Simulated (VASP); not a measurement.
# ScSi2 (P6/mmm) in VASP: a series of runs

Runs on ScSi2. Level: PBEsol. Tasks: single point, relaxation of cell and atoms.

Program: VASP 6.6.1. These are calculated values, not measurements. Logs are shortened: lines on timing, memory, paths and dates and some standing lists are left out, and cuts for length are marked.

## Step 1: The cell of the first run

It takes space group P6/mmm (No. 191, hexagonal). The conventional cell has a = 4.008 Å, b = 4.008 Å, c = 3.547 Å, α = 90.00°, β = 90.00°, γ = 120.00°. Sc (site symmetry 6/mmm) has 12 Si at 2.92 Å and 2 Sc at 3.55 Å within 3.8 Å. Within 3.1 Å of Si (site symmetry -6m2) lie 3 Si at 2.31 Å and 6 Sc at 2.92 Å.

## Step 2: Single point, PBEsol

Contents of INCAR:

```
SYSTEM = ScSi2
  PREC = Accurate
  ENCUT = 520
  EDIFF = 1E-6
  ISMEAR = 0
  SIGMA = 0.1
  LREAL = .FALSE.
  LASPH = .TRUE.
  NELM = 100
  ALGO = Normal
  ISIF = 2
  LWAVE = .FALSE.
  LCHARG = .TRUE.
  GGA = PS
  LELF = .TRUE.
  LVHAR = .TRUE.
  NBANDS = 16
```

Contents of KPOINTS:

```
Automatic mesh
0
G
  12 12 12
  0 0 0
```

Contents of POSCAR:

```
ScSi2
1.0
    4.0076781516      0.0000000000      0.0000000000
   -2.0038390758      3.4707510895      0.0000000000
    0.0000000000      0.0000000000      3.5465542316
Sc Si
1 2
Direct
    0.0000000000      0.0000000000      0.0000000000
    0.3333333333      0.6666666667      0.5000000000
    0.6666666667      0.3333333333      0.5000000000
```

Potentials or basis: VASP PAW PBE potentials, release 64 (Sc_sv, Si).

Command:

```sh
$ cat potpaw_PBE.64/Sc_sv/POTCAR potpaw_PBE.64/Si/POTCAR > POTCAR
$ mpirun -np 1 vasp_std > vasp.out
```

OUTCAR:

```text
SYSTEM = ScSi2
   PREC = Accurate
   ENCUT = 520
   EDIFF = 1E-6
   ISMEAR = 0
   LREAL = .FALSE.
   LASPH = .TRUE.
   NELM = 100
   ISIF = 2
   GGA = PS

 ion  position               nearest neighbor table
   1  0.000  0.000  0.000-   2 2.92   3 2.92   2 2.92   3 2.92   3 2.92   3 2.92   2 2.92   2 2.92
                             3 2.92   3 2.92   2 2.92   2 2.92
   2  0.333  0.667  0.500-   3 2.31   3 2.31   3 2.31   1 2.92   1 2.92   1 2.92   1 2.92   1 2.92
                             1 2.92
   3  0.667  0.333  0.500-   2 2.31   2 2.31   2 2.31   1 2.92   1 2.92   1 2.92   1 2.92   1 2.92
                             1 2.92

  LATTYP: Found a hexagonal cell.
 ALAT       =     4.0076781516
 C/A-ratio  =     0.8849398823

  Lattice vectors:

 A1 = (   4.0076781516,   0.0000000000,   0.0000000000)
 A2 = (  -2.0038390758,   3.4707510895,   0.0000000000)
 A3 = (   0.0000000000,   0.0000000000,   3.5465542316)

Analysis of symmetry for initial positions (statically):
=====================================================================
 Subroutine PRICEL returns:
 Original cell was already a primitive cell.

 Routine SETGRP: Setting up the symmetry group for a
 hexagonal supercell.

 Subroutine GETGRP returns: Found 24 space group operations
 (whereof 24 operations were pure point group operations)
 out of a pool of 24 trial point group operations.

The static configuration has the point symmetry D_6h.

Analysis of symmetry for dynamics (positions and initial velocities):
=====================================================================
 Subroutine PRICEL returns:
 Original cell was already a primitive cell.

 Routine SETGRP: Setting up the symmetry group for a
 hexagonal supercell.

 Subroutine GETGRP returns: Found 24 space group operations
 (whereof 24 operations were pure point group operations)
 out of a pool of 24 trial point group operations.

The dynamic configuration has the point symmetry D_6h.

 Subroutine INISYM returns: Found 24 space group operations
 (whereof 24 operations are pure point group operations),
 and found     1 'primitive' translations

----------------------------------------------------------------------------------------

                                     Primitive cell

  volume of cell :      49.3313

  direct lattice vectors                    reciprocal lattice vectors
     4.007678152  0.000000000  0.000000000     0.249521035  0.144061037  0.000000000
    -2.003839076  3.470751090  0.000000000     0.000000000  0.288122073  0.000000000
[... 85 lines left out ...]
   ENCUT  =  520.0 eV  38.22 Ry    6.18 a.u.   7.45  7.45  6.59*2*pi/ulx,y,z
   NELM   =    100;   NELMIN=  2; NELMDL= -5     # of ELM steps
   EDIFF  = 0.1E-05   stopping-criterion for ELM
   LREAL  =      F    real-space projection
   EDIFFG = 0.1E-04   stopping-criterion for IOM
   NSW    =      0    number of steps for IOM
   IBRION =     -1    ionic relax: 0-MD 1-quasi-New 2-CG
   NFREE  =      0    steps in history (QN), initial steepest desc. (CG)
   ISIF   =      2    stress and relaxation
   ISYM   =      2    0-nonsym 1-usesym 2-fastsym
   POTIM  = 0.5000    time-step for ionic-motion
   TEBEG  =    0.0;   TEEND  =   0.0 temperature during run
   PSTRESS=    0.0 pullay stress
   NELECT =      19.0000    total number of electrons
   NUPDOWN=      -1.0000    fix difference up-down
   EMIN   =  10.00;   EMAX   =-10.00  energy-range for DOS
   EFERMI =   0.00;   METHOD = LEGACY
   ISMEAR =     0;   SIGMA  =   0.10  broadening in eV -4-tet -1-fermi 0-gaus
   EFERMI_NEDOS =   21; number of points for ismear=-14 and -15
   IALGO  =     38    algorithm
   IMIX   =      4    mixing-type and parameters
     AMIX     =   0.40;   BMIX     =  1.00
     AMIX_MAG =   1.60;   BMIX_MAG =  1.00
  volume/ion in A,a.u.               =      16.44       110.97
  Fermi-wavevector in a.u.,A,eV,Ry     =   1.191110  2.250871 19.303158  1.418742
  Thomas-Fermi vector in A             =   2.327179
   LORBIT       =      0    0 simple, 1 ext, 2 COOP (PROOUT), +10 PAW based schemes
   GGA     = PS    functional components
   LHFCALC =     F    Hartree Fock is set to
   AEXX    =    0.0000 exact exchange contribution
   IVDW    =     0    specifies the selected vdW correction
   LEPSILON=     F    determine dielectric tensor
   LRPA    =     F    only Hartree local field effects (RPA)
 non-spin polarized calculation
 Gauss-broadening in eV      SIGMA  =   0.10
  energy-cutoff  :      520.00
  volume of cell :       49.33
 maximum number of plane-waves:      1351
 NGX is ok and might be reduce to    30
   NGX = 15   NGY = 15   NGZ = 13

 number of electron      18.9999998 magnetization

 Free energy of the ion-electron system (eV)
  ---------------------------------------------------
  ext. energy  EPLUGINS =         0.00000000
  ---------------------------------------------------
  free energy    TOTEN  =       -19.47312925 eV

  energy without entropy =      -19.46739726  energy(sigma->0) =      -19.47026326

 E-fermi :   8.0855     XC(G=0): -10.9890

 val. band max:        8.0751287602   @ k =   0.2500   0.0833   0.2500
 cond. band min:       8.1044468458   @ k =   0.1667   0.0000   0.5000
 fundamental gap:      0.0293180856
 Fermi energy:         8.0855197338

 k-point     1 :       0.0000    0.0000    0.0000
  band No.  band energies     occupation
      1     -41.3668      2.00000
      2     -20.1301      2.00000
      3     -20.1301      2.00000
      4     -20.0534      2.00000
      5      -4.6275      2.00000
      6       4.3270      2.00000
[... 433 lines left out ...]
      3     -20.1388      2.00000
      4     -20.0564      2.00000
      5      -3.2847      2.00000
      6       0.4544      2.00000
[... 8 lines left out ...]
     15      12.1996      0.00000
     16      12.7663      0.00000

 [... further k-points ...]
[... 5 lines left out ...]
  --------------------------------------------------------------------------------------
  -------------------------------------------------------------------------------------
  Total        0.0518679      0.0518679      0.0511725     -0.0000000      0.0000000      0.0000000
  in kB        1.6845599      1.6845599      1.6619736     -0.0000000      0.0000000      0.0000000
  external PRESSURE =       1.6770311 kB  Pullay stress =       0.0000000 kB

 VOLUME and BASIS-vectors are now :
 -----------------------------------------------------------------------------
  energy-cutoff  :      520.00
  volume of cell :       49.33
      direct lattice vectors                 reciprocal lattice vectors
     4.007678152  0.000000000  0.000000000     0.249521035  0.144061037  0.000000000
    -2.003839076  3.470751090  0.000000000     0.000000000  0.288122073  0.000000000
     0.000000000  0.000000000  3.546554232     0.000000000  0.000000000  0.281963826

 POSITION                                       TOTAL-FORCE (eV/Angst)
 -----------------------------------------------------------------------------------
      0.00000      0.00000      0.00000        -0.000000      0.000000      0.000000
     -0.00000      2.31383      1.77328        -0.000000      0.000000      0.000000
      2.00384      1.15692      1.77328         0.000000     -0.000000     -0.000000
 -----------------------------------------------------------------------------------
    total drift:                                0.000000     -0.000000      0.000000

  FREE ENERGIE OF THE ION-ELECTRON SYSTEM (eV)
  ---------------------------------------------------
  free  energy   TOTEN  =       -19.4731292505 eV

  energy  without entropy=      -19.4673972627  energy(sigma->0) =      -19.47026326
```

It took 63 s on 1 thread of AMD EPYC 7R13 (Zen 3), shared host; peak memory 0.21 GiB.

Results:

```
Free energy            : -19.4731 eV
Pressure               : 0.2 GPa
Band gap on the k mesh : zero (an odd number of electrons rules out a gap without spin polarisation)
```

Caveat: the PAW data sets were made with another functional, which shifts forces and pressure a little.

## Step 3: Relaxation of cell and atoms, PBEsol

This run uses another cell than the first one, of 16.97 Å³/atom.

Contents of INCAR:

```
ALGO = Normal
EDIFF = 1E-7
EDIFFG = -0.005
ENCUT = 600
GGA = PS
IBRION = 2
ISIF = 3
ISMEAR = 0
LASPH = T
LCHARG = F
LREAL = F
LWAVE = F
NELM = 100
NSW = 70
PREC = Accurate
SIGMA = 0.1
```

Contents of KPOINTS:

```
k-points
0
Gamma
  12 12 12
```

Contents of POSCAR:

```
ScSi2
1.0
    4.0363679007      0.0000000000      0.0000000000
   -2.0181839503      3.4955971410      0.0000000000
    0.0000000000      0.0000000000      3.6092096572
Sc Si
1 2
Direct
    0.0000000000      0.0000000000      0.0000000000
    0.3333333333      0.6666666667      0.5000000000
    0.6666666667      0.3333333333      0.5000000000
```

Potentials or basis: VASP PAW PBE potentials, release 64 (Sc_sv, Si).

Command:

```sh
$ cat potpaw_PBE.64/Sc_sv/POTCAR potpaw_PBE.64/Si/POTCAR > POTCAR
$ mpirun -np 1 vasp_std > vasp.out
```

OUTCAR:

```text
EDIFF = 1E-7
   EDIFFG = -0.005
   ENCUT = 600
   GGA = PS
   IBRION = 2
   ISIF = 3
   ISMEAR = 0
   LASPH = T
   LREAL = F
   NELM = 100
   NSW = 70
   PREC = Accurate

 ion  position               nearest neighbor table
   1  0.000  0.000  0.000-   2 2.95   3 2.95   2 2.95   3 2.95   2 2.95   2 2.95   3 2.95   3 2.95
                             3 2.95   3 2.95   2 2.95   2 2.95
   2  0.333  0.667  0.500-   3 2.33   3 2.33   3 2.33   1 2.95   1 2.95   1 2.95   1 2.95   1 2.95
                             1 2.95
   3  0.667  0.333  0.500-   2 2.33   2 2.33   2 2.33   1 2.95   1 2.95   1 2.95   1 2.95   1 2.95
                             1 2.95

  LATTYP: Found a hexagonal cell.
 ALAT       =     4.0363679007
 C/A-ratio  =     0.8941726190

  Lattice vectors:

 A1 = (   4.0363679007,   0.0000000000,   0.0000000000)
 A2 = (  -2.0181839503,   3.4955971410,   0.0000000000)
 A3 = (   0.0000000000,   0.0000000000,   3.6092096572)

Analysis of symmetry for initial positions (statically):
=====================================================================
 Subroutine PRICEL returns:
 Original cell was already a primitive cell.

 Routine SETGRP: Setting up the symmetry group for a
 hexagonal supercell.

 Subroutine GETGRP returns: Found 24 space group operations
 (whereof 24 operations were pure point group operations)
 out of a pool of 24 trial point group operations.

The static configuration has the point symmetry D_6h.
[... 310 lines left out ...]
--------------------------------------- Ionic step        5  -------------------------------------------

 number of electron      19.0000002 magnetization

 Free energy of the ion-electron system (eV)
  ---------------------------------------------------
  ext. energy  EPLUGINS =         0.00000000
  ---------------------------------------------------
  free energy    TOTEN  =       -19.47389294 eV

  energy without entropy =      -19.46819403  energy(sigma->0) =      -19.47104348

 E-fermi :   8.0623     XC(G=0): -10.9794

 val. band max:        8.0529754433   @ k =   0.2500   0.0833   0.2500
 cond. band min:       8.0838823882   @ k =   0.1667   0.0000   0.5000
 fundamental gap:      0.0309069449
 Fermi energy:         8.0622631616

 k-point     1 :       0.0000    0.0000    0.0000
  band No.  band energies     occupation
      1     -41.3970      2.00000
      2     -20.1600      2.00000
      3     -20.1600      2.00000
      4     -20.0839      2.00000
      5      -4.6371      2.00000
      6       4.3124      2.00000
      7       4.3124      2.00000
      8       6.6345      2.00000
      9       6.8316      2.00000
     10       6.8454      2.00000
     11       8.6749      0.00000
     12       8.6749      0.00000
     13       9.8274      0.00000
[... 354 lines left out ...]
  band No.  band energies     occupation
      1     -41.3940      2.00000
      2     -20.2004      2.00000
      3     -20.1687      2.00000
      4     -20.0869      2.00000
      5      -3.2966      2.00000
      6       0.4397      2.00000
      7       3.8328      2.00000
      8       5.6256      2.00000
      9       6.1261      2.00000
     10       9.0932      0.00000
     11       9.3064      0.00000
     12       9.6397      0.00000
     13       9.8488      0.00000

 [... further k-points ...]
[... 5 lines left out ...]
  --------------------------------------------------------------------------------------
  -------------------------------------------------------------------------------------
  Total       -0.0017844     -0.0017844      0.0011391     -0.0000000     -0.0000000      0.0000000
  in kB       -0.0578278     -0.0578278      0.0369157     -0.0000000     -0.0000000      0.0000000
  external PRESSURE =      -0.0262466 kB  Pullay stress =       0.0000000 kB
[... 18 lines left out ...]
  FREE ENERGIE OF THE ION-ELECTRON SYSTEM (eV)
  ---------------------------------------------------
  free  energy   TOTEN  =       -19.4738929397 eV

  energy  without entropy=      -19.4681940254  energy(sigma->0) =      -19.47104348

 reached required accuracy - stopping structural energy minimisation
```

OSZICAR:

```text
N       E                     dE             d eps       ncg     rms          rms(c)
DAV:   1     0.139918324182E+03    0.13992E+03   -0.87979E+03  3466   0.151E+03
DAV:   2    -0.104943148125E+02   -0.15041E+03   -0.14823E+03  3468   0.425E+02
[... 43 lines left out ...]
DAV:   1    -0.194746024460E+02   -0.93384E-03   -0.76473E-02  4213   0.518E+00    0.190E-01
DAV:   2    -0.194741814073E+02    0.42104E-03   -0.26796E-03  5069   0.636E-01    0.112E-01
DAV:   3    -0.194738965491E+02    0.28486E-03   -0.71776E-04  5719   0.359E-01    0.229E-02
DAV:   4    -0.194738927912E+02    0.37580E-05   -0.28308E-05  4788   0.606E-02    0.104E-02
DAV:   5    -0.194738928223E+02   -0.31128E-07   -0.11881E-06  5596   0.145E-02    0.207E-03
DAV:   6    -0.194738929304E+02   -0.10809E-06   -0.60869E-08  2610   0.439E-03    0.461E-04
DAV:   7    -0.194738929397E+02   -0.93564E-08   -0.14816E-08  2429   0.227E-03
   5 F= -.19473893E+02 E0= -.19471043E+02  d E =-.955998E-03
```

Run time: 3.6 min. Hardware: 1 thread of AMD EPYC 7R13 (Zen 3), shared host; peak memory 0.24 GiB.

What came out:

```
Free energy                           : -19.4739 eV
Relaxed volume                        : 16.48 Å³/atom
Relaxed cell                          : a = 4.010 Å, b = 4.010 Å, c = 3.550 Å, α = 90.00°, β = 90.00°, γ = 120.00°
Space group after relaxing (to 0.1 Å) : P6/mmm (No. 191)
Energy gained by relaxing             : 4.3 meV/atom
Ionic steps                           : 5
Pressure after relaxing               : 0.0 GPa
Band gap on the k mesh                : zero (an odd number of electrons rules out a gap without spin polarisation)
```

Step by step:
```csv
step,energy change (eV),largest force (eV/Å),pressure (GPa),volume (Å³)
1,0.0000,0.0000,-2.69,50.92
2,-0.0089,0.0000,1.49,48.86
3,-0.0120,0.0000,0.02,49.53
4,-0.0127,0.0000,0.01,49.49
5,-0.0129,0.0000,0.00,49.44
```

Final structure:
```
CELL_PARAMETERS angstrom
4.00993 0.00000 0.00000
-2.00496 3.47270 0.00000
0.00000 0.00000 3.55037
ATOMIC_POSITIONS crystal
Sc 0.00000 0.00000 0.00000
Si 0.33333 0.66667 0.50000
Si 0.66667 0.33333 0.50000
```

Levels at points of the mesh, in eV from the Fermi level:
| k point | band 7 | band 8 | band 9 | band 10 | band 11 | band 12 |
| --- | --- | --- | --- | --- | --- | --- |
| (0.00, 0.00, 0.00) | -3.75 | -1.43 | -1.23 | -1.22 | 0.61 | 0.61 |
| (0.50, 0.00, 0.00) | -4.36 | -2.86 | -1.54 | 1.26 | 1.61 | 1.88 |
| (0.00, 0.00, 0.50) | -2.41 | -2.41 | -1.47 | -1.47 | 0.14 | 0.14 |
| (0.50, 0.00, 0.50) | -4.57 | -4.19 | -3.68 | -0.38 | 2.11 | 2.31 |

Caveat: the PAW data sets were made with another functional, which shifts forces and pressure a little.
